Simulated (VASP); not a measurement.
# Bi2B3Br (P6/mmm) in VASP: single point with PBE

Aim: the single point of Bi2B3Br with PBE.

Everything below comes from runs of VASP 6.6.1. Logs are shortened: lines on timing, memory, paths and dates and some standing lists are left out, and cuts for length are marked.

### 1 The cell of the first run

The structure is hexagonal, space group P6/mmm (No. 191). Conventional cell: a = 5.012 Å, b = 5.012 Å, c = 6.439 Å, α = 90.00°, β = 90.00°, γ = 120.00°. Within 3.3 Å of B (site symmetry mmm) lie 4 B at 2.51 Å and 2 Br at 2.51 Å and 4 Bi at 3.23 Å. Within 2.7 Å of Bi (site symmetry 6mm) lie 1 Br at 2.03 Å and 1 Bi at 2.37 Å. Br (site symmetry 6/mmm) has 2 Bi at 2.03 Å and 6 B at 2.51 Å within 2.7 Å.

The cell was built from a structure type or drawn by symmetry, and may not be a known phase.

### 2 Single point, PBE

Input file INCAR:

```
SYSTEM = Bi2B3Br
PREC     = Accurate       ! precision mode
ENCUT    = 520            ! plane-wave cutoff, eV
EDIFF    = 1E-6           ! SCF threshold, eV
ISMEAR   = 0              ! smearing method
SIGMA    = 0.1            ! smearing width, eV
LREAL    = .FALSE.        ! projectors in reciprocal space
LASPH    = .TRUE.         ! aspherical terms in the spheres
NELM     = 60             ! most SCF steps
ALGO     = Normal         ! electronic algorithm
ISIF     = 2              ! what is computed and relaxed
LWAVE    = .FALSE.        ! write WAVECAR
LCHARG   = .FALSE.        ! write CHGCAR
GGA      = PE             ! functional
NBANDS   = 32             ! bands
```

Input file KPOINTS:

```
regular mesh
0
G
  6 6 4
  0 0 0
```

Input file POSCAR:

```
Bi2B3Br
1.0
    5.0120112300      0.0000000000      0.0000000000
   -2.5060056100      4.3405290500      0.0000000000
    0.0000000000      0.0000000000      6.4389269900
B Bi Br
3 2 1
Direct
    0.5000000000      0.0000000000      0.5000000000
    0.0000000000      0.5000000000      0.5000000000
    0.5000000000      0.5000000000      0.5000000000
    0.0000000000      0.0000000000      0.8159805100
    0.0000000000      0.0000000000      0.1840194900
    0.0000000000      0.0000000000      0.5000000000
```

Potentials or basis: VASP PAW PBE potentials, release 64 (B, Bi_d, Br).

The run is started by

```
$ cat potpaw_PBE.64/B/POTCAR potpaw_PBE.64/Bi_d/POTCAR potpaw_PBE.64/Br/POTCAR > POTCAR
$ mpirun -np 1 vasp_std > vasp.out
```

OUTCAR:

```text
SYSTEM = Bi2B3Br
   PREC = Accurate
   ENCUT = 520
   EDIFF = 1E-6
   ISMEAR = 0
   LREAL = .FALSE.
   LASPH = .TRUE.
   NELM = 60
   ISIF = 2
   GGA = PE

 ion  position               nearest neighbor table
   1  0.500  0.000  0.500-
   2  0.000  0.500  0.500-
   3  0.500  0.500  0.500-
   4  0.000  0.000  0.816-   6 2.03   5 2.37
   5  0.000  0.000  0.184-   6 2.03   4 2.37
   6  0.000  0.000  0.500-   4 2.03   5 2.03

  LATTYP: Found a hexagonal cell.
 ALAT       =     5.0120112300
 C/A-ratio  =     1.2846992344

  Lattice vectors:

 A1 = (   5.0120112300,   0.0000000000,   0.0000000000)
 A2 = (  -2.5060056100,   4.3405290500,   0.0000000000)
 A3 = (   0.0000000000,   0.0000000000,   6.4389269900)

Analysis of symmetry for initial positions (statically):
=====================================================================
 Subroutine PRICEL returns:
 Original cell was already a primitive cell.

 Routine SETGRP: Setting up the symmetry group for a
 hexagonal supercell.

 Subroutine GETGRP returns: Found 24 space group operations
 (whereof 24 operations were pure point group operations)
 out of a pool of 24 trial point group operations.

The static configuration has the point symmetry D_6h.

Analysis of symmetry for dynamics (positions and initial velocities):
=====================================================================
 Subroutine PRICEL returns:
 Original cell was already a primitive cell.

 Routine SETGRP: Setting up the symmetry group for a
 hexagonal supercell.

 Subroutine GETGRP returns: Found 24 space group operations
 (whereof 24 operations were pure point group operations)
 out of a pool of 24 trial point group operations.

The dynamic configuration has the point symmetry D_6h.

 Subroutine INISYM returns: Found 24 space group operations
 (whereof 24 operations are pure point group operations),
 and found     1 'primitive' translations

----------------------------------------------------------------------------------------

                                     Primitive cell

  volume of cell :     140.0774

  direct lattice vectors                    reciprocal lattice vectors
     5.012011230  0.000000000  0.000000000     0.199520702  0.115193331  0.000000000
    -2.506005610  4.340529050  0.000000000     0.000000000  0.230386662  0.000000000
     0.000000000  0.000000000  6.438926990     0.000000000  0.000000000  0.155305380

  length of vectors
     5.012011230  5.012011228  6.438926990     0.230386662  0.230386662  0.155305380

  position of ions in fractional coordinates (direct lattice)
     0.500000000  0.000000000  0.500000000
     1.000000000  0.500000000  0.500000000
     0.500000000  0.500000000  0.500000000
     0.000000000  0.000000000  0.815980510
     0.000000000  0.000000000  0.184019490
     0.000000000  0.000000000  0.500000000

  ion indices of the primitive-cell ions
   primitive index   ion index
                 1           1
                 2           2
                 3           3
                 4           4
                 5           5
                 6           6

----------------------------------------------------------------------------------------

 KPOINTS: regular mesh

Automatic generation of k-mesh.
 Grid dimensions read from file:
 generate k-points for:    6    6    4

 Generating k-lattice:

  Cartesian coordinates                     Fractional coordinates (reciprocal lattice)
     0.033253450  0.019198888  0.000000000     0.166666667 -0.000000000  0.000000000
     0.000000000  0.038397777  0.000000000     0.000000000  0.166666667  0.000000000
     0.000000000  0.000000000  0.038826345     0.000000000  0.000000000  0.250000000

  Length of vectors
     0.038397777  0.038397777  0.038826345

  Shift w.r.t. Gamma in fractional coordinates (k-lattice)
     0.000000000  0.000000000  0.000000000

 Subroutine IBZKPT returns following result:
 ===========================================

 Found     21 irreducible k-points:

 Following reciprocal coordinates:
            Coordinates               Weight
  0.000000  0.000000  0.000000      1.000000
  0.166667  0.000000  0.000000      6.000000
  0.333333  0.000000  0.000000      6.000000
  0.500000  0.000000  0.000000      3.000000
  0.166667  0.166667  0.000000      6.000000
  0.333333  0.166667  0.000000     12.000000
[... 13 lines left out ...]
  0.333333  0.166667  0.500000     12.000000
  0.333333  0.333333  0.500000      2.000000
   k-points           NKPTS =     21   k-points in BZ     NKDIM =     21   number of bands    NBANDS=     32
   number of dos      NEDOS =    301   number of ions     NIONS =      6
   total plane-waves  NPLWV =  76800
   dimension x,y,z NGX =    40 NGY =   40 NGZ =   48
   dimension x,y,z NGXF=    80 NGYF=   80 NGZF=   96
   ions per type =               3   2   1
   NGX,Y,Z   is equivalent  to a cutoff of  13.27, 13.27, 12.39 a.u.
   NGXF,Y,Z  is equivalent  to a cutoff of  26.54, 26.54, 24.79 a.u.
 SYSTEM =  Bi2B3Br
   PREC   = accura    normal or accurate (medium, high low for compatibility)
   ISTART =      0    job   : 0-new  1-cont  2-samecut
   ICHARG =      2    charge: 1-file 2-atom 10-const
   ISPIN  =      1    spin polarized calculation?
   LNONCOLLINEAR =      F non collinear calculations
   LSORBIT =      F    spin-orbit coupling
   LASPH  =      T    aspherical Exc in radial PAW
   ENCUT  =  520.0 eV  38.22 Ry    6.18 a.u.   9.32  9.32 11.97*2*pi/ulx,y,z
   NELM   =     60;   NELMIN=  2; NELMDL= -5     # of ELM steps
   EDIFF  = 0.1E-05   stopping-criterion for ELM
   LREAL  =      F    real-space projection
   EDIFFG = 0.1E-04   stopping-criterion for IOM
   NSW    =      0    number of steps for IOM
   IBRION =     -1    ionic relax: 0-MD 1-quasi-New 2-CG
   NFREE  =      0    steps in history (QN), initial steepest desc. (CG)
   ISIF   =      2    stress and relaxation
   ISYM   =      2    0-nonsym 1-usesym 2-fastsym
   POTIM  = 0.5000    time-step for ionic-motion
   TEBEG  =    0.0;   TEEND  =   0.0 temperature during run
   PSTRESS=    0.0 pullay stress
   NELECT =      46.0000    total number of electrons
   NUPDOWN=      -1.0000    fix difference up-down
   EMIN   =  10.00;   EMAX   =-10.00  energy-range for DOS
   EFERMI =   0.00;   METHOD = LEGACY
   ISMEAR =     0;   SIGMA  =   0.10  broadening in eV -4-tet -1-fermi 0-gaus
   EFERMI_NEDOS =   21; number of points for ismear=-14 and -15
   IALGO  =     38    algorithm
   IMIX   =      4    mixing-type and parameters
     AMIX     =   0.40;   BMIX     =  1.00
     AMIX_MAG =   1.60;   BMIX_MAG =  1.00
  volume/ion in A,a.u.               =      23.35       157.55
  Fermi-wavevector in a.u.,A,eV,Ry     =   1.129461  2.134372 17.356720  1.275683
  Thomas-Fermi vector in A             =   2.266155
   LORBIT       =      0    0 simple, 1 ext, 2 COOP (PROOUT), +10 PAW based schemes
   GGA     = PE    functional components
   LHFCALC =     F    Hartree Fock is set to
   AEXX    =    0.0000 exact exchange contribution
   IVDW    =     0    specifies the selected vdW correction
   LEPSILON=     F    determine dielectric tensor
   LRPA    =     F    only Hartree local field effects (RPA)
 non-spin polarized calculation
 Gauss-broadening in eV      SIGMA  =   0.10
  energy-cutoff  :      520.00
  volume of cell :      140.08
 maximum number of plane-waves:      3792
 NGX is ok and might be reduce to    40
   NGX = 19   NGY = 19   NGZ = 23

 number of electron      45.9999996 magnetization

 Free energy of the ion-electron system (eV)
  ---------------------------------------------------
  ext. energy  EPLUGINS =         0.00000000
  ---------------------------------------------------
  free energy    TOTEN  =        -3.64206491 eV

  energy without entropy =       -3.63685555  energy(sigma->0) =       -3.63946023

 E-fermi :   4.5377     XC(G=0):  -8.9747

 val. band max:        4.4516101380   @ k =   0.3333   0.0000   0.5000
 cond. band min:       4.6249903365   @ k =   0.0000   0.0000   0.0000
 fundamental gap:      0.1733801985
 Fermi energy:         4.5376606208

 k-point     1 :       0.0000    0.0000    0.0000
  band No.  band energies     occupation
      1     -21.7981      2.00000
      2     -19.7982      2.00000
      3     -19.7982      2.00000
      4     -19.5869      2.00000
      5     -19.0408      2.00000
      6     -19.0408      2.00000
[... 24 lines left out ...]
     31       7.9000      0.00000
     32       9.4212      0.00000

 k-point     2 :       0.1667    0.0000    0.0000
  band No.  band energies     occupation
      1     -21.7978      2.00000
      2     -19.7986      2.00000
      3     -19.7983      2.00000
      4     -19.5868      2.00000
      5     -19.0410      2.00000
      6     -19.0409      2.00000
[... 24 lines left out ...]
     31       8.6053      0.00000
     32       8.9658      0.00000

 k-point     3 :       0.3333    0.0000    0.0000
  band No.  band energies     occupation
      1     -21.7973      2.00000
      2     -19.7994      2.00000
      3     -19.7986      2.00000
      4     -19.5865      2.00000
      5     -19.0415      2.00000
      6     -19.0410      2.00000
[... 24 lines left out ...]
     31       8.8760      0.00000
     32       9.0886      0.00000

 k-point     4 :       0.5000    0.0000    0.0000
  band No.  band energies     occupation
      1     -21.7971      2.00000
      2     -19.7998      2.00000
      3     -19.7986      2.00000
      4     -19.5864      2.00000
      5     -19.0417      2.00000
      6     -19.0411      2.00000
[... 24 lines left out ...]
     31       8.4087      0.00000
     32       8.9897      0.00000

 k-point     5 :       0.1667    0.1667    0.0000
  band No.  band energies     occupation
      1     -21.7974      2.00000
      2     -19.7992      2.00000
      3     -19.7986      2.00000
      4     -19.5866      2.00000
      5     -19.0414      2.00000
      6     -19.0410      2.00000
[... 479 lines left out ...]
     31       9.0021      0.00000
     32       9.8304      0.00000

 k-point    19 :       0.1667    0.1667    0.5000
  band No.  band energies     occupation
      1     -21.3063      2.00000
      2     -20.3854      2.00000
      3     -19.7597      2.00000
      4     -19.7592      2.00000
      5     -19.0888      2.00000
      6     -19.0883      2.00000
[... 24 lines left out ...]
     31       9.4581      0.00000
     32       9.9664      0.00000

 k-point    20 :       0.3333    0.1667    0.5000
  band No.  band energies     occupation
      1     -21.3063      2.00000
      2     -20.3845      2.00000
      3     -19.7600      2.00000
      4     -19.7595      2.00000
      5     -19.0893      2.00000
      6     -19.0885      2.00000
[... 24 lines left out ...]
     31       8.9425      0.00000
     32       9.6664      0.00000

 k-point    21 :       0.3333    0.3333    0.5000
  band No.  band energies     occupation
      1     -21.3063      2.00000
      2     -20.3842      2.00000
      3     -19.7598      2.00000
      4     -19.7598      2.00000
      5     -19.0890      2.00000
      6     -19.0890      2.00000
[... 24 lines left out ...]
     31       8.3478      0.00000
     32       9.5092      0.00000

------------------------ aborting loop because EDIFF is reached ----------------------------------------

  FORCE on cell =-STRESS in cart. coord.  units (eV):
  Direction    XX          YY          ZZ          XY          YZ          ZX
  --------------------------------------------------------------------------------------
  -------------------------------------------------------------------------------------
  Total       -2.1479200     -2.1479200    108.3886909     -0.0000000     -0.0000000      0.0000000
  in kB      -24.5674725    -24.5674725   1239.7278287     -0.0000000     -0.0000000      0.0000000
  external PRESSURE =     396.8642945 kB  Pullay stress =       0.0000000 kB

 VOLUME and BASIS-vectors are now :
 -----------------------------------------------------------------------------
  energy-cutoff  :      520.00
  volume of cell :      140.08
      direct lattice vectors                 reciprocal lattice vectors
     5.012011230  0.000000000  0.000000000     0.199520702  0.115193331  0.000000000
    -2.506005610  4.340529050  0.000000000     0.000000000  0.230386662  0.000000000
     0.000000000  0.000000000  6.438926990     0.000000000  0.000000000  0.155305380

 POSITION                                       TOTAL-FORCE (eV/Angst)
 -----------------------------------------------------------------------------------
      2.50601      0.00000      3.21946         0.000000     -0.000000      0.000000
     -1.25300      2.17026      3.21946         0.000000     -0.000000      0.000000
      1.25300      2.17026      3.21946         0.000000     -0.000000      0.000000
      0.00000      0.00000      5.25404        -0.000000     -0.000000     10.336593
      0.00000      0.00000      1.18489        -0.000000      0.000000    -10.336593
      0.00000      0.00000      3.21946         0.000000     -0.000000      0.000000
 -----------------------------------------------------------------------------------
    total drift:                                0.000000     -0.000000      0.000000

  FREE ENERGIE OF THE ION-ELECTRON SYSTEM (eV)
  ---------------------------------------------------
  free  energy   TOTEN  =        -3.6420649057 eV

  energy  without entropy=       -3.6368555517  energy(sigma->0) =       -3.63946023
```

It took 73 s on 1 thread of Intel Xeon Platinum 8259CL at 2.50GHz (Skylake/Cascade Lake), shared host; peak memory 0.3 GiB.

Results:

```
Free energy            : -3.6421 eV
Pressure               : 39.7 GPa
Largest force          : 10.337 eV/Å
Band gap on the k mesh : zero (bands 23 and 24 overlap by 1.96 eV)
```

Forces in eV/Å, atoms in the order of the input:
```
B     0.000   0.000   0.000
B     0.000   0.000   0.000
B     0.000   0.000   0.000
Bi    0.000   0.000  10.337
Bi    0.000   0.000 -10.337
Br    0.000   0.000   0.000
```

Stress tensor (GPa, compression positive):
```
 -2.46   0.00   0.00
  0.00  -2.46   0.00
  0.00   0.00 123.97
```

Caveat: the cell stands under pressure; spin-orbit coupling is left out, which moves the levels of the heavy elements; forces of over 1 eV/Å act on the atoms, so gaps and moduli don't describe the material at rest.
